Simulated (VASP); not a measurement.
# In (C2/c) in VASP: single point with PBEsol

Aim: the single point of In with PBEsol.

Program: VASP 6.6.1. These are calculated values, not measurements. Logs are shortened: lines on timing, memory, paths and dates and some standing lists are left out, and cuts for length are marked.

## 1. The cell of the first run

The structure is monoclinic, space group C2/c (No. 15). Conventional cell: a = 3.224 Å, b = 5.628 Å, c = 10.553 Å, α = 90.00°, β = 90.56°, γ = 90.00°. Within 4.0 Å of In (site symmetry -1) lie 12 In at 3.05 to 3.36 Å. Within 4.0 Å of In (site symmetry 2) lie 12 In at 3.05 to 3.36 Å.

## 2. Single point, PBEsol (strained and its atoms moved)

The input, INCAR:

```
SYSTEM = In
PREC = Accurate ; ENCUT = 520
EDIFF = 1E-6 ; ISMEAR = 0
SIGMA = 0.1 ; LREAL = .FALSE.
LASPH = .TRUE. ; NELM = 100
ALGO = Fast ; ISIF = 2
LWAVE = .FALSE. ; LCHARG = .TRUE.
GGA = PS ; LELF = .TRUE.
LVHAR = .TRUE. ; NBANDS = 34
```

The input, KPOINTS:

```
Automatic mesh
0
G
  14 14 4
  0 0 0
```

The input, POSCAR:

```
In
1.0
    3.2428800377     -0.0111006847     -0.0079050331
   -1.6310534938      2.8028676426     -0.0078749709
   -0.0253793146     -0.0438468159     10.5528270269
In
4
Direct
    0.0000000000      0.0000000000      0.0000000000
    0.2726515167      0.7273484833      0.2500000000
    0.0000000000      0.0000000000      0.5000000000
    0.7273484833      0.2726515167      0.7500000000
```

Potentials or basis: VASP PAW PBE potentials, release 64 (In_d).

On the command line:

```sh
$ cat potpaw_PBE.64/In_d/POTCAR > POTCAR
$ mpirun -np 1 vasp_std > vasp.out
```

OUTCAR:

```text
SYSTEM = In
   PREC = Accurate
   ENCUT = 520
   EDIFF = 1E-6
   ISMEAR = 0
   LREAL = .FALSE.
   LASPH = .TRUE.
   NELM = 100
   ISIF = 2
   GGA = PS

 ion  position               nearest neighbor table
   1  0.000  0.000  0.000-   2 3.05   4 3.05   2 3.33   4 3.33   4 3.36   2 3.36
   2  0.273  0.727  0.250-   1 3.05   3 3.05   3 3.33   1 3.33   3 3.36   1 3.36
   3  0.000  0.000  0.500-   2 3.05   4 3.05   4 3.33   2 3.33   4 3.36   2 3.36
   4  0.727  0.273  0.750-   1 3.05   3 3.05   3 3.33   1 3.33   3 3.36   1 3.36

  LATTYP: Found a triclinic cell.
 ALAT       =     3.2236930008
 B/A-ratio  =     1.0059607633
 C/A-ratio  =     3.2735588139
 COS(alpha) =     0.0048283148
 COS(beta)  =     0.0096956487
 COS(gamma) =     0.4970369014

  Lattice vectors:

 A1 = (   1.6118265439,   2.7917669579,  -0.0157800040)
 A2 = (   3.2428800377,  -0.0111006847,  -0.0079050331)
 A3 = (   0.0253793146,   0.0438468159, -10.5528270269)

Analysis of symmetry for initial positions (statically):
=====================================================================
 Subroutine PRICEL returns:
 Original cell was already a primitive cell.

 Routine SETGRP: Setting up the symmetry group for a
 triclinic supercell.

 Subroutine GETGRP returns: Found  2 space group operations
 (whereof  2 operations were pure point group operations)
 out of a pool of  2 trial point group operations.

The static configuration has the point symmetry S_2 .

Analysis of symmetry for dynamics (positions and initial velocities):
=====================================================================
 Subroutine PRICEL returns:
 Original cell was already a primitive cell.

 Routine SETGRP: Setting up the symmetry group for a
 triclinic supercell.

 Subroutine GETGRP returns: Found  2 space group operations
 (whereof  2 operations were pure point group operations)
 out of a pool of  2 trial point group operations.

The dynamic configuration has the point symmetry S_2 .

 Subroutine INISYM returns: Found  2 space group operations
 (whereof  2 operations are pure point group operations),
 and found     1 'primitive' translations

----------------------------------------------------------------------------------------

                                     Primitive cell

  volume of cell :      95.7252

  direct lattice vectors                    reciprocal lattice vectors
     3.242880038 -0.011100685 -0.007905033     0.308987009  0.179810872  0.001490218
    -1.631053494  2.802867643 -0.007874971     0.001227370  0.357495877  0.001488341
    -0.025379315 -0.043846816 10.552827027     0.000232375  0.000401474  0.094763564

  length of vectors
     3.242908672  3.242909887 10.552948636     0.357501248  0.357501082  0.094764699

  position of ions in fractional coordinates (direct lattice)
     0.000000000  0.000000000  0.000000000
     0.272651517  0.727348483  0.250000000
     0.000000000  0.000000000  0.500000000
     0.727348483  0.272651517  0.750000000

  ion indices of the primitive-cell ions
   primitive index   ion index
                 1           1
                 2           2
                 3           3
                 4           4

----------------------------------------------------------------------------------------

 KPOINTS: Automatic mesh

Automatic generation of k-mesh.
 Grid dimensions read from file:
 generate k-points for:   14   14    4

 Generating k-lattice:

  Cartesian coordinates                     Fractional coordinates (reciprocal lattice)
     0.022070501  0.012843634  0.000106444     0.071428571  0.000000000  0.000000000
     0.000087669  0.025535420  0.000106310    -0.000000000  0.071428571  0.000000000
     0.000058094  0.000100368  0.023690891     0.000000000 -0.000000000  0.250000000

  Length of vectors
     0.025535803  0.025535792  0.023691175

  Shift w.r.t. Gamma in fractional coordinates (k-lattice)
     0.000000000  0.000000000  0.000000000

 Subroutine IBZKPT returns following result:
 ===========================================

 Found    396 irreducible k-points:

 Following reciprocal coordinates:
            Coordinates               Weight
  0.000000  0.000000  0.000000      1.000000
  0.071429 -0.000000  0.000000      2.000000
 -0.000000 -0.071429 -0.000000      2.000000
  0.142857 -0.000000  0.000000      2.000000
 -0.000000 -0.142857 -0.000000      2.000000
  0.214286 -0.000000  0.000000      2.000000
[... 16 lines left out ...]
  0.357143  0.071429  0.000000      2.000000
 -0.071429 -0.357143  0.000000      2.000000
 [... further k-points ...]
   k-points           NKPTS =    396   k-points in BZ     NKDIM =    396   number of bands    NBANDS=     34
   number of dos      NEDOS =    301   number of ions     NIONS =      4
   total plane-waves  NPLWV =  46080
   dimension x,y,z NGX =    24 NGY =   24 NGZ =   80
   dimension x,y,z NGXF=    48 NGYF=   48 NGZF=  160
   ions per type =               4
   NGX,Y,Z   is equivalent  to a cutoff of  12.30, 12.30, 12.60 a.u.
   NGXF,Y,Z  is equivalent  to a cutoff of  24.61, 24.61, 25.21 a.u.
 SYSTEM =  In
   PREC   = accura    normal or accurate (medium, high low for compatibility)
   ISTART =      0    job   : 0-new  1-cont  2-samecut
   ICHARG =      2    charge: 1-file 2-atom 10-const
   ISPIN  =      1    spin polarized calculation?
   LNONCOLLINEAR =      F non collinear calculations
   LSORBIT =      F    spin-orbit coupling
   LASPH  =      T    aspherical Exc in radial PAW
   ENCUT  =  520.0 eV  38.22 Ry    6.18 a.u.   6.03  6.03 19.62*2*pi/ulx,y,z
   NELM   =    100;   NELMIN=  2; NELMDL= -5     # of ELM steps
   EDIFF  = 0.1E-05   stopping-criterion for ELM
   LREAL  =      F    real-space projection
   EDIFFG = 0.1E-04   stopping-criterion for IOM
   NSW    =      0    number of steps for IOM
   IBRION =     -1    ionic relax: 0-MD 1-quasi-New 2-CG
   NFREE  =      0    steps in history (QN), initial steepest desc. (CG)
   ISIF   =      2    stress and relaxation
   ISYM   =      2    0-nonsym 1-usesym 2-fastsym
   POTIM  = 0.5000    time-step for ionic-motion
   TEBEG  =    0.0;   TEEND  =   0.0 temperature during run
   PSTRESS=    0.0 pullay stress
   NELECT =      52.0000    total number of electrons
   NUPDOWN=      -1.0000    fix difference up-down
   EMIN   =  10.00;   EMAX   =-10.00  energy-range for DOS
   EFERMI =   0.00;   METHOD = LEGACY
   ISMEAR =     0;   SIGMA  =   0.10  broadening in eV -4-tet -1-fermi 0-gaus
   EFERMI_NEDOS =   21; number of points for ismear=-14 and -15
   IALGO  =     68    algorithm
   IMIX   =      4    mixing-type and parameters
     AMIX     =   0.40;   BMIX     =  1.00
     AMIX_MAG =   1.60;   BMIX_MAG =  1.00
  volume/ion in A,a.u.               =      23.93       161.50
  Fermi-wavevector in a.u.,A,eV,Ry     =   1.335777  2.524252 24.276872  1.784300
  Thomas-Fermi vector in A             =   2.464455
   LORBIT       =      0    0 simple, 1 ext, 2 COOP (PROOUT), +10 PAW based schemes
   GGA     = PS    functional components
   LHFCALC =     F    Hartree Fock is set to
   AEXX    =    0.0000 exact exchange contribution
   IVDW    =     0    specifies the selected vdW correction
   LEPSILON=     F    determine dielectric tensor
   LRPA    =     F    only Hartree local field effects (RPA)
 non-spin polarized calculation
 RMM-DIIS sequential band-by-band and
 Gauss-broadening in eV      SIGMA  =   0.10
  energy-cutoff  :      520.00
  volume of cell :       95.73
 maximum number of plane-waves:      2609
   NGX = 13   NGY = 13   NGZ = 39

 number of electron      52.0000015 magnetization

 Free energy of the ion-electron system (eV)
  ---------------------------------------------------
  ext. energy  EPLUGINS =         0.00000000
  ---------------------------------------------------
  free energy    TOTEN  =       -11.81513778 eV

  energy without entropy =      -11.80598261  energy(sigma->0) =      -11.81056020

 E-fermi :   8.4401     XC(G=0): -10.8343

 val. band max:        8.4400081363   @ k =  -0.4286   0.3571   0.2500
 cond. band min:       8.4404995876   @ k =   0.4286   0.3571   0.0000
 fundamental gap:      0.0004914512
 Fermi energy:         8.4401462729

 k-point     1 :       0.0000    0.0000    0.0000
  band No.  band energies     occupation
      1      -6.3680      2.00000
      2      -6.3523      2.00000
      3      -6.3400      2.00000
      4      -6.2873      2.00000
      5      -6.2405      2.00000
      6      -6.2297      2.00000
[... 26 lines left out ...]
     33      18.5343      0.00000
     34      19.3011      0.00000

 k-point     2 :       0.0714   -0.0000    0.0000
  band No.  band energies     occupation
      1      -6.3590      2.00000
      2      -6.3449      2.00000
      3      -6.3345      2.00000
      4      -6.2806      2.00000
      5      -6.2455      2.00000
      6      -6.2303      2.00000
[... 26 lines left out ...]
     33      17.9629      0.00000
     34      18.7908      0.00000

 k-point     3 :      -0.0000   -0.0714   -0.0000
  band No.  band energies     occupation
      1      -6.3590      2.00000
      2      -6.3449      2.00000
      3      -6.3345      2.00000
      4      -6.2806      2.00000
      5      -6.2455      2.00000
      6      -6.2303      2.00000
[... 26 lines left out ...]
     33      17.9630      0.00000
     34      18.8755      0.00000

 k-point     4 :       0.1429   -0.0000    0.0000
  band No.  band energies     occupation
      1      -6.3529      2.00000
      2      -6.3324      2.00000
      3      -6.3221      2.00000
      4      -6.2755      2.00000
      5      -6.2632      2.00000
      6      -6.2247      2.00000
[... 26 lines left out ...]
     33      17.0365      0.00000
     34      17.8944      0.00000

 k-point     5 :      -0.0000   -0.1429   -0.0000
  band No.  band energies     occupation
      1      -6.3529      2.00000
      2      -6.3324      2.00000
      3      -6.3221      2.00000
      4      -6.2755      2.00000
      5      -6.2632      2.00000
      6      -6.2247      2.00000
[... 621 lines left out ...]
 k-point    22 :      -0.0714   -0.2857    0.0000
  band No.  band energies     occupation
      1      -6.4228      2.00000
      2      -6.3666      2.00000
      3      -6.3464      2.00000
      4      -6.3314      2.00000
      5      -6.3032      2.00000
      6      -6.2680      2.00000
[... 26 lines left out ...]
     33      13.8922      0.00000
     34      14.4215      0.00000

 k-point    23 :       0.3571    0.0714    0.0000
  band No.  band energies     occupation
      1      -6.4602      2.00000
      2      -6.4042      2.00000
      3      -6.3759      2.00000
      4      -6.3668      2.00000
      5      -6.3335      2.00000
      6      -6.2773      2.00000
[... 26 lines left out ...]
     33      13.4629      0.00000
     34      14.8636      0.00000

 k-point    24 :      -0.0714   -0.3571    0.0000
  band No.  band energies     occupation
      1      -6.4602      2.00000
      2      -6.4042      2.00000
      3      -6.3759      2.00000
      4      -6.3668      2.00000
      5      -6.3335      2.00000
      6      -6.2773      2.00000
[... 26 lines left out ...]
     33      13.4630      0.00000
     34      14.8633      0.00000

 [... further k-points ...]
[... 5 lines left out ...]
  --------------------------------------------------------------------------------------
  -------------------------------------------------------------------------------------
  Total        2.2592887      1.7113673      3.0223672     -0.4745219      0.0303039      0.0175348
  in kB       37.8143118     28.6436066     50.5861581     -7.9421983      0.5072038      0.2934844
  external PRESSURE =      39.0146922 kB  Pullay stress =       0.0000000 kB

 VOLUME and BASIS-vectors are now :
 -----------------------------------------------------------------------------
  energy-cutoff  :      520.00
  volume of cell :       95.73
      direct lattice vectors                 reciprocal lattice vectors
     3.242880038 -0.011100685 -0.007905033     0.308987009  0.179810872  0.001490218
    -1.631053494  2.802867643 -0.007874971     0.001227370  0.357495877  0.001488341
    -0.025379315 -0.043846816 10.552827027     0.000232375  0.000401474  0.094763564

 POSITION                                       TOTAL-FORCE (eV/Angst)
 -----------------------------------------------------------------------------------
      0.00000      0.00000      0.00000        -0.000000      0.000000      0.000000
     -0.30851      2.02467      2.63032         0.103307     -0.059650      0.000015
     -0.01269     -0.02192      5.27641        -0.000000      0.000000      0.000000
      1.89496      0.72325      7.90672        -0.103307      0.059650     -0.000015
 -----------------------------------------------------------------------------------
    total drift:                               -0.000000      0.000000     -0.000000

  FREE ENERGIE OF THE ION-ELECTRON SYSTEM (eV)
  ---------------------------------------------------
  free  energy   TOTEN  =       -11.8151377770 eV

  energy  without entropy=      -11.8059826143  energy(sigma->0) =      -11.81056020
```

Run time: 16 min. Hardware: 1 thread of AMD EPYC 9R45 (Zen 5), shared host; peak memory 0.87 GiB.

Results:

- Free energy: -11.8151 eV
- Pressure: 3.9 GPa
- Largest force: 0.119 eV/Å
- Band gap on the k mesh: zero (bands 26 and 27 overlap by 5.41 eV)

Forces on the atoms (eV/Å):
```
In   0.000  0.000  0.000
In   0.103 -0.060  0.000
In   0.000  0.000  0.000
In  -0.103  0.060  0.000
```

Stress tensor (GPa, compression positive):
```
 3.78 -0.79  0.03
-0.79  2.86  0.05
 0.03  0.05  5.06
```

Caveat: the cell differs from its parent crystal (strained and its atoms moved); the cell stands under pressure; the PAW data sets were made with another functional, which shifts forces and pressure a little; spin-orbit coupling is left out, which moves the levels of the heavy elements.
